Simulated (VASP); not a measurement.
# LiNbO3 (P1) in VASP: single point with PBE

Aim: the single point of LiNbO3 with PBE.

All numbers are computed with VASP 6.6.1; they aren't measurements. Logs are shortened: lines on timing, memory, paths and dates and some standing lists are left out, and cuts for length are marked.

## (1) The cell of the first run

The typed cell holds 10 atoms: a = 5.550 Å, b = 5.550 Å, c = 5.550 Å, α = 55.75°, β = 55.75°, γ = 55.75°.

## (2) Single point, PBE (atom 1 (Li) moved +0.200 Å towards its neighbour atom 8 (O) at 2.084 Å)

INCAR reads:

```
SYSTEM = LiNbO3
  ALGO = Normal
  EDIFF = 1E-6
  ENCUT = 520
  GGA = PE
  ISIF = 2
  ISMEAR = 0
  LASPH = .True.
  LCHARG = .False.
  LREAL = .False.
  LWAVE = .False.
  NBANDS = 45
  NELM = 80
  PREC = Accurate
  SIGMA = 0.05
```

KPOINTS reads:

```
k-points
0
Gamma
  6 6 6
  0 0 0
```

POSCAR reads:

```
LiNbO3
1.0
    2.5948427099      1.4981331371      4.6721811297
   -2.5948427099      1.4981331371      4.6721811297
    0.0000000000     -2.9962662741      4.6721811297
Li Nb O
2 2 6
Direct
    0.2758159065      0.2409643840      0.3132036057
    0.7816289705      0.7816289705      0.7816289705
    0.0004207091      0.0004207091      0.0004207091
    0.5004207091      0.5004207091      0.5004207091
    0.1105883052      0.3579662670      0.7210657481
    0.7210657481      0.1105883052      0.3579662670
    0.3579662670      0.7210657481      0.1105883052
    0.2210657481      0.8579662670      0.6105883052
    0.8579662670      0.6105883052      0.2210657481
    0.6105883052      0.2210657481      0.8579662670
```

Potentials or basis: VASP PAW PBE potentials, release 64 (Li_sv, Nb_sv, O).

On the command line:

```
cat potpaw_PBE.64/Li_sv/POTCAR potpaw_PBE.64/Nb_sv/POTCAR potpaw_PBE.64/O/POTCAR > POTCAR
mpirun -np 1 vasp_std > vasp.out
```

OUTCAR:

```text
SYSTEM = LiNbO3
   EDIFF = 1E-6
   ENCUT = 520
   GGA = PE
   ISIF = 2
   ISMEAR = 0
   LASPH = .True.
   LREAL = .False.
   NELM = 80
   PREC = Accurate

 ion  position               nearest neighbor table
   1  0.276  0.241  0.313-   8 1.88   9 2.16  10 2.16   5 2.24   6 2.27
   2  0.782  0.782  0.782-   6 2.08   5 2.08   7 2.08   9 2.27  10 2.27   8 2.27
   3  0.000  0.000  0.000-   6 1.88   7 1.88   5 1.88   8 2.16  10 2.16   9 2.16
   4  0.500  0.500  0.500-  10 1.88   8 1.88   9 1.88   7 2.16   6 2.16   5 2.16
   5  0.111  0.358  0.721-   3 1.88   2 2.08   4 2.16   1 2.24
   6  0.721  0.111  0.358-   3 1.88   2 2.08   4 2.16   1 2.27
   7  0.358  0.721  0.111-   3 1.88   2 2.08   4 2.16
   8  0.221  0.858  0.611-   1 1.88   4 1.88   3 2.16   2 2.27
   9  0.858  0.611  0.221-   4 1.88   1 2.16   3 2.16   2 2.27
  10  0.611  0.221  0.858-   4 1.88   1 2.16   3 2.16   2 2.27

  LATTYP: Found a trigonal (rhomboedric) cell.
 ALAT       =     5.5503953097
 COS(alpha) =     0.5628764146

  Lattice vectors:

 A1 = (   2.5948427099,   1.4981331371,   4.6721811297)
 A2 = (  -2.5948427099,   1.4981331371,   4.6721811297)
 A3 = (   0.0000000000,  -2.9962662741,   4.6721811297)

Analysis of symmetry for initial positions (statically):
=====================================================================
 Subroutine PRICEL returns:
 Original cell was already a primitive cell.

 Routine SETGRP: Setting up the symmetry group for a
 trigonal (rhombohedral) supercell.

 Subroutine GETGRP returns: Found  1 space group operations
 (whereof  1 operations were pure point group operations)
 out of a pool of 12 trial point group operations.

The static configuration has the point symmetry C_1 .

Analysis of symmetry for dynamics (positions and initial velocities):
=====================================================================
 Subroutine PRICEL returns:
 Original cell was already a primitive cell.

 Routine SETGRP: Setting up the symmetry group for a
 trigonal (rhombohedral) supercell.

 Subroutine GETGRP returns: Found  1 space group operations
 (whereof  1 operations were pure point group operations)
 out of a pool of 12 trial point group operations.

The dynamic configuration has the point symmetry C_1 .

 Subroutine INISYM returns: Found  1 space group operations
 (whereof  1 operations are pure point group operations),
 and found     1 'primitive' translations

----------------------------------------------------------------------------------------

                                     Primitive cell

  volume of cell :     108.9764

  direct lattice vectors                    reciprocal lattice vectors
     2.594842710  1.498133137  4.672181130     0.192689907  0.111249570  0.071344266
    -2.594842710  1.498133137  4.672181130    -0.192689907  0.111249570  0.071344266
     0.000000000 -2.996266274  4.672181130     0.000000000 -0.222499139  0.071344266

  length of vectors
     5.550395310  5.550395310  5.550395310     0.233657594  0.233657594  0.233657594

  position of ions in fractional coordinates (direct lattice)
     0.275815907  0.240964384  0.313203606
     0.781628971  0.781628971  0.781628971
     0.000420709  0.000420709  0.000420709
     0.500420709  0.500420709  0.500420709
     0.110588305  0.357966267  0.721065748
     0.721065748  0.110588305  0.357966267
     0.357966267  0.721065748  0.110588305
     0.221065748  0.857966267  0.610588305
     0.857966267  0.610588305  0.221065748
     0.610588305  0.221065748  0.857966267

  ion indices of the primitive-cell ions
   primitive index   ion index
                 1           1
                 2           2
                 3           3
                 4           4
                 5           5
                 6           6
                 7           7
                 8           8
                 9           9
                10          10

----------------------------------------------------------------------------------------

 KPOINTS: k-points

Automatic generation of k-mesh.
 Grid dimensions read from file:
 generate k-points for:    6    6    6

 Generating k-lattice:

  Cartesian coordinates                     Fractional coordinates (reciprocal lattice)
     0.032114984  0.018541595  0.011890711     0.166666667 -0.000000000 -0.000000000
    -0.032114984  0.018541595  0.011890711    -0.000000000  0.166666667 -0.000000000
     0.000000000 -0.037083190  0.011890711    -0.000000000 -0.000000000  0.166666667

  Length of vectors
     0.038942932  0.038942932  0.038942932

  Shift w.r.t. Gamma in fractional coordinates (k-lattice)
     0.000000000  0.000000000  0.000000000

 Subroutine IBZKPT returns following result:
 ===========================================

 Found    112 irreducible k-points:

 Following reciprocal coordinates:
            Coordinates               Weight
  0.000000  0.000000  0.000000      1.000000
  0.166667 -0.000000 -0.000000      2.000000
 -0.000000  0.166667 -0.000000      2.000000
  0.000000  0.000000  0.166667      2.000000
  0.333333 -0.000000 -0.000000      2.000000
 -0.000000  0.333333 -0.000000      2.000000
[... 16 lines left out ...]
 -0.166667  0.500000  0.000000      2.000000
  0.166667  0.000000  0.500000      2.000000
 [... further k-points ...]
   k-points           NKPTS =    112   k-points in BZ     NKDIM =    112   number of bands    NBANDS=     45
   number of dos      NEDOS =    301   number of ions     NIONS =     10
   total plane-waves  NPLWV =  74088
   dimension x,y,z NGX =    42 NGY =   42 NGZ =   42
   dimension x,y,z NGXF=    84 NGYF=   84 NGZF=   84
   ions per type =               2   2   6
   NGX,Y,Z   is equivalent  to a cutoff of  12.58, 12.58, 12.58 a.u.
   NGXF,Y,Z  is equivalent  to a cutoff of  25.16, 25.16, 25.16 a.u.
 SYSTEM =  LiNbO3
   PREC   = accura    normal or accurate (medium, high low for compatibility)
   ISTART =      0    job   : 0-new  1-cont  2-samecut
   ICHARG =      2    charge: 1-file 2-atom 10-const
   ISPIN  =      1    spin polarized calculation?
   LNONCOLLINEAR =      F non collinear calculations
   LSORBIT =      F    spin-orbit coupling
   LASPH  =      T    aspherical Exc in radial PAW
   ENCUT  =  520.0 eV  38.22 Ry    6.18 a.u.  10.32 10.32 10.32*2*pi/ulx,y,z
   NELM   =     80;   NELMIN=  2; NELMDL= -5     # of ELM steps
   EDIFF  = 0.1E-05   stopping-criterion for ELM
   LREAL  =      F    real-space projection
   EDIFFG = 0.1E-04   stopping-criterion for IOM
   NSW    =      0    number of steps for IOM
   IBRION =     -1    ionic relax: 0-MD 1-quasi-New 2-CG
   NFREE  =      0    steps in history (QN), initial steepest desc. (CG)
   ISIF   =      2    stress and relaxation
   ISYM   =      2    0-nonsym 1-usesym 2-fastsym
   POTIM  = 0.5000    time-step for ionic-motion
   TEBEG  =    0.0;   TEEND  =   0.0 temperature during run
   PSTRESS=    0.0 pullay stress
   NELECT =      68.0000    total number of electrons
   NUPDOWN=      -1.0000    fix difference up-down
   EMIN   =  10.00;   EMAX   =-10.00  energy-range for DOS
   EFERMI =   0.00;   METHOD = LEGACY
   ISMEAR =     0;   SIGMA  =   0.05  broadening in eV -4-tet -1-fermi 0-gaus
   EFERMI_NEDOS =   21; number of points for ismear=-14 and -15
   IALGO  =     38    algorithm
   IMIX   =      4    mixing-type and parameters
     AMIX     =   0.40;   BMIX     =  1.00
     AMIX_MAG =   1.60;   BMIX_MAG =  1.00
  volume/ion in A,a.u.               =      10.90        73.54
  Fermi-wavevector in a.u.,A,eV,Ry     =   1.398944  2.643621 26.627206  1.957044
  Thomas-Fermi vector in A             =   2.522052
   LORBIT       =      0    0 simple, 1 ext, 2 COOP (PROOUT), +10 PAW based schemes
   GGA     = PE    functional components
   LHFCALC =     F    Hartree Fock is set to
   AEXX    =    0.0000 exact exchange contribution
   IVDW    =     0    specifies the selected vdW correction
   LEPSILON=     F    determine dielectric tensor
   LRPA    =     F    only Hartree local field effects (RPA)
 non-spin polarized calculation
 Gauss-broadening in eV      SIGMA  =   0.05
  energy-cutoff  :      520.00
  volume of cell :      108.98
 maximum number of plane-waves:      2964
 NGX is ok and might be reduce to    42
   NGX = 21   NGY = 21   NGZ = 21

 number of electron      68.0000000 magnetization

 Free energy of the ion-electron system (eV)
  ---------------------------------------------------
  ext. energy  EPLUGINS =         0.00000000
  ---------------------------------------------------
  free energy    TOTEN  =       -79.97952097 eV

  energy without entropy =      -79.97952097  energy(sigma->0) =      -79.97952097

 E-fermi :   3.7053     XC(G=0): -10.6652

 val. band max:        3.3427702871   @ k =   0.1667   0.1667   0.1667
 cond. band min:       6.8676960163   @ k =   0.5000  -0.0000  -0.3333
 fundamental gap:      3.5249257292
 Fermi energy:         3.7052973514

 k-point     1 :       0.0000    0.0000    0.0000
  band No.  band energies     occupation
      1     -50.9183      2.00000
      2     -50.8892      2.00000
      3     -39.3418      2.00000
      4     -39.3293      2.00000
      5     -27.1938      2.00000
      6     -27.1787      2.00000
[... 37 lines left out ...]
     44      13.0211      0.00000
     45      13.0488      0.00000

 k-point     2 :       0.1667   -0.0000   -0.0000
  band No.  band energies     occupation
      1     -50.9179      2.00000
      2     -50.8896      2.00000
      3     -39.3417      2.00000
      4     -39.3293      2.00000
      5     -27.1859      2.00000
      6     -27.1700      2.00000
[... 1048 lines left out ...]
 k-point    24 :       0.1667    0.0000    0.5000
  band No.  band energies     occupation
      1     -50.9167      2.00000
      2     -50.8907      2.00000
      3     -39.3417      2.00000
      4     -39.3294      2.00000
      5     -27.1669      2.00000
      6     -27.1437      2.00000
[... 37 lines left out ...]
     44      12.6087      0.00000
     45      13.0240      0.00000

 [... further k-points ...]

------------------------ aborting loop because EDIFF is reached ----------------------------------------

  FORCE on cell =-STRESS in cart. coord.  units (eV):
  Direction    XX          YY          ZZ          XY          YZ          ZX
  --------------------------------------------------------------------------------------
  -------------------------------------------------------------------------------------
  Total       -0.2345425      0.4270275     -0.2502954     -0.0617701      0.2326619     -0.4040384
  in kB       -3.4482584      6.2781849     -3.6798587     -0.9081479      3.4206091     -5.9401970
  external PRESSURE =      -0.2833107 kB  Pullay stress =       0.0000000 kB

 VOLUME and BASIS-vectors are now :
 -----------------------------------------------------------------------------
  energy-cutoff  :      520.00
  volume of cell :      108.98
      direct lattice vectors                 reciprocal lattice vectors
     2.594842710  1.498133137  4.672181130     0.192689907  0.111249570  0.071344266
    -2.594842710  1.498133137  4.672181130    -0.192689907  0.111249570  0.071344266
     0.000000000 -2.996266274  4.672181130     0.000000000 -0.222499139  0.071344266

 POSITION                                       TOTAL-FORCE (eV/Angst)
 -----------------------------------------------------------------------------------
      0.09043     -0.16424      3.87784        -0.308549      0.611060      0.197919
      0.00000      0.00000     10.95574        -0.007424     -0.024897     -0.012956
      0.00000      0.00000      0.00590         0.176022     -0.289757      0.084056
      0.00000      0.00000      7.01417         0.263280      0.027860     -0.208305
     -0.64191     -1.45855      5.55812         0.031537      0.005239     -0.039185
      1.58409      0.17337      5.55812         0.007239     -0.041708      0.022356
     -0.94219      1.28518      5.55812        -0.131989      0.044969      0.101038
     -1.65266     -0.21295      7.89421        -0.007937     -0.228210     -0.044811
      0.64191      1.53772      7.89421        -0.032076     -0.116944     -0.059126
      1.01075     -1.32477      7.89421         0.009897      0.012387     -0.040986
 -----------------------------------------------------------------------------------
    total drift:                                0.000256     -0.000014     -0.000644

  FREE ENERGIE OF THE ION-ELECTRON SYSTEM (eV)
  ---------------------------------------------------
  free  energy   TOTEN  =       -79.9795209724 eV

  energy  without entropy=      -79.9795209724  energy(sigma->0) =      -79.97952097
```

Run time: 11 min. Hardware: 1 thread of Intel Xeon 6975P-C, shared host; peak memory 0.56 GiB.

What came out:

```
Free energy            : -79.9795 eV
Largest force          : 0.713 eV/Å
Band gap on the k mesh : 3.52 eV, indirect (least direct gap 3.55 eV)
```

Forces on the atoms (eV/Å):
```
Li  -0.309  0.611  0.198
Li  -0.007 -0.025 -0.013
Nb   0.176 -0.290  0.084
Nb   0.263  0.028 -0.208
O    0.032  0.005 -0.039
O    0.007 -0.042  0.022
O   -0.132  0.045  0.101
O   -0.008 -0.228 -0.045
O   -0.032 -0.117 -0.059
O    0.010  0.012 -0.041
```

Caveat: the cell differs from its parent crystal (atom 1 (Li) moved +0.200 Å towards its neighbour atom 8 (O) at 2.084 Å); the cutoff is under 1.25 times the usual one of these potentials, so pressure, stress and relaxed cells hold a basis-set (Pulay) error. A k mesh can miss the band edges.
